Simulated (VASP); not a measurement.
**AlAs: single point with PBEsol**

Crystal: AlAs.

```xyz
2
Lattice="0.0000 2.8373 2.8373 2.8373 0.0000 2.8373 2.8373 2.8373 0.0000" Properties=species:S:1:pos:R:3 pbc="T T T"
Al    0.0000    0.0000    0.0000
As    1.4187    1.4187    1.4187
```

| Quantity | Value |
| --- | --- |
| Program | VASP 6.6.1 |
| Task | single point |
| Functional | PBEsol |
| Potentials or basis | VASP PAW PBE potentials, release 64 (Al, As) |
| Cutoff | 500 eV |
| k mesh | 8 × 8 × 8 |
| Occupations | fermi-dirac, width 0.02 eV |
| Spin | no spin polarisation |

```
Pressure               : 0.3 GPa
Band gap on the k mesh : 1.33 eV (least direct gap 1.92 eV)
```

Levels at points of the mesh, in eV from the valence-band top:
```
           k point  band 1  band 2  band 3  band 4  band 5  band 6  band 7  band 8
(0.00, 0.00, 0.00)  -11.85    0.00    0.00    0.00    1.92    4.25    4.25    4.25
(0.50, 0.00, 0.00)  -10.44   -5.57   -0.82   -0.82    2.05    4.63    4.63    7.56
(0.50, 0.50, 0.00)   -9.89   -5.42   -2.17   -2.17    1.33    2.22   10.23   10.23
```

It took 9.4 s on 1 thread of Intel(R) Xeon(R) Platinum 8559C (Emerald Rapids), with other jobs on the host, peak memory 0.17 GiB.

Caveat: the PAW data sets were made with another functional, which shifts forces and pressure a little. PBEsol gaps usually lie below the measured ones, often by a third to a half.
